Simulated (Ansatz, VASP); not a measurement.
**Two plane-wave programs on WC**

```
W C
1.0
     0.00000    2.19268    2.19268
     2.19268    0.00000    2.19268
     2.19268    2.19268    0.00000
W C
1 1
Direct
  0.00000 0.00000 0.00000
  0.50000 0.50000 0.50000
```

Alike in both runs: task relaxation of cell and atoms; functional revPBE; dispersion D4; k mesh 10 × 10 × 10; occupations fermi-dirac, width 0.05 eV; no spin polarisation.

|  | VASP | Ansatz |
| --- | --- | --- |
| version | VASP 6.6.1 | Ansatz 0.2.0 |
| potentials or method | VASP PAW PBE potentials, release 64 (W_sv, C) | Ansatz PAW |
| plane-wave cutoff (eV) | 600 | 420 |
| valence electrons in the cell | 18 | 18 |

|  | VASP | Ansatz | Ansatz less VASP |
| --- | --- | --- | --- |
| gap on the k mesh at the Fermi level, each at its own relaxed structure (eV) | none | none | - |
| relaxed volume (Å³/atom) | 10.25 | 10.22 | -0.027 |
| relaxed length of the cell vector where the two differ most in proportion (Å) | 3.072 | 3.069 | -0.0027 |

VASP's potentials were made for PBE, not for revPBE. A gap of «none» marks a metal or a gap that the smearing closes.

Neither program's run includes spin-orbit coupling. Noted on VASP's run: too few bands were computed for a metal, which touches its energy and stress. Noted on Ansatz's run: the plane-wave basis is chosen anew once the cell has moved, so the energies of steps on either side of that aren't comparable.
